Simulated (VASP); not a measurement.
# B: relaxation of cell and atoms with PBE

B:

```
B
1.0
     2.65281   -1.66376    0.00000
     2.65281    1.66376    0.00000
     0.00000    0.00000    2.98309
B
4
Direct
  0.51186 0.81421 0.75000
  0.81421 0.51186 0.25000
  0.18579 0.48814 0.75000
  0.48814 0.18579 0.25000
```

```json
{"Program": "VASP 6.6.1", "Task": "relaxation of cell and atoms", "Functional": "PBE", "Potentials or basis": "VASP PAW PBE potentials, release 64 (B)", "Cutoff": "600 eV", "k mesh": "16 × 16 × 16", "Occupations": "gaussian, width 0.1 eV", "Spin": "no spin polarisation", "Dipole correction": "no", "Further INCAR settings": "ALGO = Normal; EDIFF = 1e-06; IBRION = 2; EDIFFG = -0.01; NSW = 100; ISIF = 3"}
```

```
Relaxed volume                        : 6.58 Å³/atom
Relaxed cell                          : a = 3.131 Å, b = 3.131 Å, c = 2.983 Å, α = 90.00°, β = 90.00°, γ = 64.19°
Space group after relaxing (to 0.1 Å) : Cmcm (No. 63)
Energy gained by relaxing             : 0.1 meV/atom
Ionic steps                           : 4
Pressure after relaxing               : 0.0 GPa
Band gap on the k mesh                : zero (bands 6 and 7 overlap by 0.64 eV)
```

The path:
| step | energy change (eV) | largest force (eV/Å) | pressure (GPa) | volume (Å³) |
| --- | --- | --- | --- | --- |
| 1 | 0.0000 | 0.0793 | 0.09 | 26.33 |
| 2 | 0.0002 | 0.0957 | -0.33 | 26.35 |
| 3 | -0.0003 | 0.0085 | -0.10 | 26.34 |
| 4 | -0.0003 | 0.0016 | 0.02 | 26.33 |

Final structure:
```yaml
crystal:
  lattice:
    - [2.65247, -1.66357, 0.00000]
    - [2.65247, 1.66357, 0.00000]
    - [0.00000, 0.00000, 2.98304]
  atoms:
    - { symbol: B, position: [0.51191, 0.81481, 0.75000] }
    - { symbol: B, position: [0.81481, 0.51191, 0.25000] }
    - { symbol: B, position: [0.18519, 0.48809, 0.75000] }
    - { symbol: B, position: [0.48809, 0.18519, 0.25000] }
```

Levels at points of the mesh, in eV from the Fermi level:
```csv
k point,band 3,band 4,band 5,band 6,band 7,band 8,band 9,band 10
"(0.00, 0.00, 0.00)",-5.31,-4.50,-3.80,-1.63,0.51,2.60,2.85,5.57
"(0.50, 0.00, 0.00)",-6.77,-4.27,-3.32,-2.33,0.70,1.19,7.28,8.51
"(0.50, 0.50, 0.00)",-7.15,-6.30,-4.77,-0.05,0.39,2.42,4.42,8.49
"(0.00, 0.00, 0.50)",-4.14,-4.14,-1.81,-1.81,2.99,2.99,3.23,3.23
"(0.50, 0.00, 0.50)",-10.09,-10.09,-4.25,-4.25,3.03,3.03,10.02,10.02
"(0.50, 0.50, 0.50)",-9.19,-9.19,-5.45,-5.45,1.03,1.03,10.51,10.51
```

Wall time 3.3 min on 1 thread of AMD EPYC 9R45 96-Core Processor (Zen 5) (shared host), peak memory 0.26 GiB.
